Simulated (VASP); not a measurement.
A run of VASP 6.6.1 is set up as follows.

File INCAR:

```
SYSTEM = Bi
ALGO     = Fast           ! electronic algorithm
EDIFF    = 1E-6           ! SCF threshold, eV
ENCUT    = 520            ! plane-wave cutoff, eV
GGA      = PS             ! functional
ISIF     = 2              ! what is computed and relaxed
ISMEAR   = -1             ! smearing method
LASPH    = .True.         ! aspherical terms in the spheres
LCHARG   = .False.        ! write CHGCAR
LREAL    = .False.        ! projectors in reciprocal space
LWAVE    = .False.        ! write WAVECAR
NBANDS   = 38             ! bands
NELM     = 100            ! most SCF steps
PREC     = Accurate       ! precision mode
SIGMA    = 0.05           ! smearing width, eV
```

The input KPOINTS:

```
k-points
0
Gamma
  6 6 4
  0 0 0
```

Contents of POSCAR:

```
Bi
1.0
    4.5260058060      0.0000000000      0.1174909933
    0.0000000000      4.5290325537      0.0000000000
   -0.1719003372      0.0000000000      6.5171918391
Bi
4
Direct
    0.2500921552      0.2500000000      0.7497999188
    0.7499078448      0.7500000000      0.2502000812
    0.2499232861      0.2500000000      0.2500257155
    0.7500767139      0.7500000000      0.7499742845
```

Potentials or basis: VASP PAW PBE potentials, release 64 (Bi_d).

Run with:

```sh
$ cat potpaw_PBE.64/Bi_d/POTCAR > POTCAR
$ mpirun -np 1 vasp_std > vasp.out
```

Q: Estimate the pressure.

A: -0.2 GPa.

Q: Estimate the band gap on the k mesh.

A: Zero (bands 30 and 31 overlap by 0.38 eV).

Caveat: the PAW data sets were made with another functional, which shifts forces and pressure a little; spin-orbit coupling is left out, which moves the levels of the heavy elements.
